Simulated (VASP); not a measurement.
Set up this calculation in VASP 6.6.1, as the native input.

```
Task                   : single point
Functional             : PBE
Potentials or basis    : VASP PAW PBE potentials, release 64 (Ba_sv, S)
Cutoff                 : 520 eV
k mesh                 : 8 × 8 × 8
Occupations            : gaussian, width 0.02 eV
Spin                   : no spin polarisation
Dipole correction      : no
Further INCAR settings : ALGO = Normal; EDIFF = 1e-07; NBANDS = 15
```

The structure of BaS lies in POSCAR:

```
BaS
1.0
    0.0000000000      3.1937500000      3.1937500000
    3.1937500000      0.0000000000      3.1937500000
    3.1937500000      3.1937500000      0.0000000000
Ba S
1 1
Direct
    0.0000000000      0.0000000000      0.0000000000
    0.5587084149      0.4412915851      0.5587084149
```

This cell differs from its parent crystal: one atom moved.

One way to write it, as run:

INCAR

```
PREC = Accurate
ENCUT = 520
EDIFF = 1E-7
ISMEAR = 0
SIGMA = 0.02
LREAL = F
LASPH = T
NELM = 60
ALGO = Normal
ISIF = 2
LWAVE = F
LCHARG = F
GGA = PE
NBANDS = 15
```

KPOINTS

```
Automatic mesh
0
Gamma
  8 8 8
```

Potentials or basis: VASP PAW PBE potentials, release 64 (Ba_sv, S).

Launch:

```sh
$ cat potpaw_PBE.64/Ba_sv/POTCAR potpaw_PBE.64/S/POTCAR > POTCAR
$ mpirun -np 1 vasp_std > vasp.out
```

Results of the run:

The pressure is 3.1 GPa, the largest force is 1.255 eV/Å and the band gap on the k mesh is 2.25 eV, indirect (least direct gap 2.29 eV).

Caveat: the cell differs from its parent crystal (one atom moved); spin-orbit coupling is left out, which moves the levels of the heavy elements; forces of over 1 eV/Å act on the atoms, so gaps and moduli don't describe the material at rest.

Wall time 110 s on 1 thread of AMD EPYC 7571 (shared host), peak memory 0.2 GiB.
